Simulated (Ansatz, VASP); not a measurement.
Bi2Se3: VASP beside Ansatz

File INCAR:

```
SYSTEM = Bi2Se3
  ALGO = Normal
  EDIFF = 1E-6
  ENCUT = 520
  GGA = PE
  ISIF = 2
  ISMEAR = -1
  LASPH = .TRUE.
  LCHARG = .FALSE.
  LREAL = .FALSE.
  LWAVE = .FALSE.
  NBANDS = 32
  NELM = 80
  PREC = Accurate
  SIGMA = 0.05
```

KPOINTS

```
k-points
0
G
  6 6 6
  0 0 0
```

The input POSCAR:

```
Bi2Se3
1.0
    2.0715000000      1.1959810826      9.3544266666
   -2.0715000000      1.1959810826      9.3544266666
    0.0000000000     -2.3919621653      9.3544266666
Bi Se
2 3
Direct
    0.5992000000      0.5992000000      0.5992000000
    0.4008000000      0.4008000000      0.4008000000
    0.7883000000      0.7883000000      0.7883000000
    0.2117000000      0.2117000000      0.2117000000
    0.0000000000      0.0000000000      0.0000000000
```

Contents of input.yaml:

```yaml
crystal:
  lattice:
    - [2.0715, 1.1959810826, 9.3544266666]
    - [-2.0715, 1.1959810826, 9.3544266666]
    - [0.0, -2.3919621653, 9.3544266666]
  atoms:
    - { symbol: Bi, position: [0.5992, 0.5992, 0.5992] }
    - { symbol: Bi, position: [0.4008, 0.4008, 0.4008] }
    - { symbol: Se, position: [0.7883, 0.7883, 0.7883] }
    - { symbol: Se, position: [0.2117, 0.2117, 0.2117] }
    - { symbol: Se, position: [0.0, 0.0, 0.0] }
hamiltonian:
  xc: pbe
  pseudopotentials: { kind: paw }
kpoints:
  mp_grid: { grid: [6, 6, 6] }
scf:
  occupations: { method: fermi_dirac, width: 0.05 }
output:
  forces: true
  stress: true
  eigenvalues: true
```

Alike in both runs: task single point; functional PBE; k mesh 6 × 6 × 6; occupations fermi-dirac, width 0.05 eV; no spin polarisation.

|  | VASP | Ansatz |
| --- | --- | --- |
| version | VASP 6.6.1 | Ansatz 0.2.0 |
| potentials or method | VASP PAW PBE potentials, release 64 (Bi_d, Se) | Ansatz PAW |
| plane-wave cutoff (eV) | 520 | 420 |
| valence electrons in the cell | 48 | 78 |

Ansatz gave:

```
gap on the k mesh at the Fermi level (eV)                     : 0.14
least direct gap on the mesh (eV)                             : 0.14
pressure (GPa)                                                : 3.9
traceless stress, the component that is largest in VASP (GPa) : 0.51
rms of the force components (eV/Å)                            : 0.159
```

**Question.** Which values does VASP return?

**Answer.** gap on the k mesh at the Fermi level (eV): 0.14; least direct gap on the mesh (eV): 0.14; pressure (GPa): 4.0; traceless stress, the component that is largest in VASP (GPa): 0.51; rms of the force components (eV/Å): 0.165.

Atom by atom the forces differ by 0.006 eV/Å (rms over components). With one functional, cell and mesh, what is left measures potentials, basis and numerics. VASP's potentials hold 48 valence electrons a cell and Ansatz's 78, so a difference there can come from the potentials and not from the codes.

Spin-orbit coupling is off throughout.
